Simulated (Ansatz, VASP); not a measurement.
**One calculation of Cd2S, two programs**

INCAR

```
ALGO = Normal
EDIFF = 1E-6
ENCUT = 500
GGA = CA
GGA_COMPAT = False
ISIF = 2
ISMEAR = -1
LASPH = True
LCHARG = False
LREAL = False
LWAVE = False
NBANDS = 22
NELM = 120
PREC = Accurate
SIGMA = 0.05
```

File KPOINTS:

```
k-points
0
Gamma
  8 8 5
```

The input POSCAR:

```
Cd2S
1.0
    4.0403891930      0.0000000000      0.0000000000
   -2.0201945965      3.4990796824      0.0000000000
    0.0000000000      0.0000000000      5.9231266511
Cd S
2 1
Direct
    0.3333333333      0.6666666667      0.9327170000
    0.6666666667      0.3333333333      0.5787350000
    0.3333333333      0.6666666667      0.3657050000
```

The input input.yaml:

```yaml
crystal:
  lattice:
    - [4.040389193, 0.0, 0.0]
    - [-2.0201945965, 3.4990796824, 0.0]
    - [0.0, 0.0, 5.9231266511]
  atoms:
    - { symbol: Cd, position: [0.3333333333, 0.6666666667, 0.932717] }
    - { symbol: Cd, position: [0.6666666667, 0.3333333333, 0.578735] }
    - { symbol: S, position: [0.3333333333, 0.6666666667, 0.365705] }
hamiltonian:
  xc: lda
  pseudopotentials: { kind: paw }
kpoints:
  mp_grid: { grid: [8, 8, 5] }
scf:
  occupations: { method: fermi_dirac, width: 0.05 }
output:
  forces: true
  stress: true
  eigenvalues: true
  write_density: true
  write_potential: true
  elf: true
  volumetric_format: npy
```

Alike in both runs: task single point; functional LDA; k mesh 8 × 8 × 5; occupations fermi-dirac, width 0.05 eV; no spin polarisation.

```csv
,VASP,Ansatz
version,VASP 6.6.1,Ansatz 0.2.0
potentials or method,"VASP PAW LDA potentials, release 64 (Cd, S)",Ansatz PAW
plane-wave cutoff (eV),500,420
valence electrons in the cell,30,46
```

```csv
,VASP,Ansatz,Ansatz less VASP
gap on the k mesh at the Fermi level (eV),0.29,0.30,+0.010
least direct gap on the mesh (eV),0.57,0.58,+0.007
pressure (GPa),-6.3,-6.5,-0.23
"traceless stress, the component that is largest in VASP (GPa)",-1.61,-1.70,-0.089
rms of the force components (eV/Å),0.145,0.153,+0.0074
```

LDA's correlation is that of Perdew and Zunger in VASP and of Perdew and Wang (1992) in Ansatz. Atom by atom the forces differ by 0.009 eV/Å (rms over components). VASP's potentials hold 30 valence electrons a cell and Ansatz's 46, so a difference there can come from the potentials and not from the codes.

Noted on Ansatz's run: odd divisions of the mesh miss points on the zone boundary, where band edges often lie, so the gap on the mesh can be too wide.
